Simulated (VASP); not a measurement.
Runs of VASP 6.6.1 on AlN. The cells are those of the table. 

```csv
cell,gap on the mesh (eV),pressure (GPa),largest force (eV/Å)
"a = 3.111, b = 3.111, c = 10.033 Å, angles 86.4, 82.9, 60.0°, 8 atoms",3.21,2.7,(a)
"a = 3.111, b = 3.111, c = 9.961 Å, angles 89.1, 88.2, 60.0°, 8 atoms",4.04,3.6,(b)
"a = 3.111, b = 3.111, c = 10.000 Å, angles 87.3, 84.6, 60.0°, 8 atoms",3.43,2.9,(c)
"a = 3.111, b = 3.111, c = 9.975 Å, angles 88.2, 86.4, 60.0°, 8 atoms",3.75,3.3,1.21
```

Alike in all rows: task single point; level PBE; potentials or basis VASP PAW PBE potentials, release 64 (Al, N); no spin polarisation; k mesh 8 × 8 × 3; cutoff (eV) 520; smearing gaussian 0.05 eV.

**Question.** Fill in the values left out.

**Answer.** (a) 1.39; (b) 0.66; (c) 1.43.

Caveats: forces of over 1 eV/Å act on the atoms, so gaps and moduli don't describe the material at rest (some runs).

A k mesh can miss the band edges.
